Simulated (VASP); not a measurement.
Here is a VASP 6.6.1 calculation.

INCAR

```
ALGO = Normal
EDIFF = 1E-6
ENCUT = 1350
GGA = PE
GGA_COMPAT = F
ISIF = 2
ISMEAR = 0
IVDW = 12
LASPH = T
LCHARG = F
LREAL = F
LWAVE = F
NBANDS = 22
NELM = 120
PREC = Accurate
SIGMA = 0.05
```

KPOINTS

```
k-points
0
Gamma
  8 8 4
```

Contents of POSCAR:

```
F
1.0
    2.9910203351     -1.7900914405      0.3156511524
    2.9910203351      1.7900914405      0.3156511524
   -0.8430695836      0.0000000000      6.7419276277
F
4
Direct
    0.9138648456      0.5855481450      0.0939279973
    0.4144518550      0.0861351544      0.4060720027
    0.0861351544      0.4144518550      0.9060720027
    0.5855481450      0.9138648456      0.5939279973
```

Potentials or basis: VASP PAW PBE potentials, release 64 (F_h).

Command:

```bash
$ cat potpaw_PBE.64/F_h/POTCAR > POTCAR
$ mpirun -np 1 vasp_std > vasp.out
```

**Question.** Estimate the pressure.

**Answer.** -0.5 GPa.

**Question.** Estimate the band gap on the k mesh.

**Answer.** 3.06 eV.

**Question.** What does it give for the dispersion energy per atom?

**Answer.** -0.025 eV.

Stress tensor (GPa, compression positive):
```
-0.73  0.00 -0.05
 0.00 -0.53  0.00
-0.05  0.00 -0.34
```

A k mesh can miss the band edges.
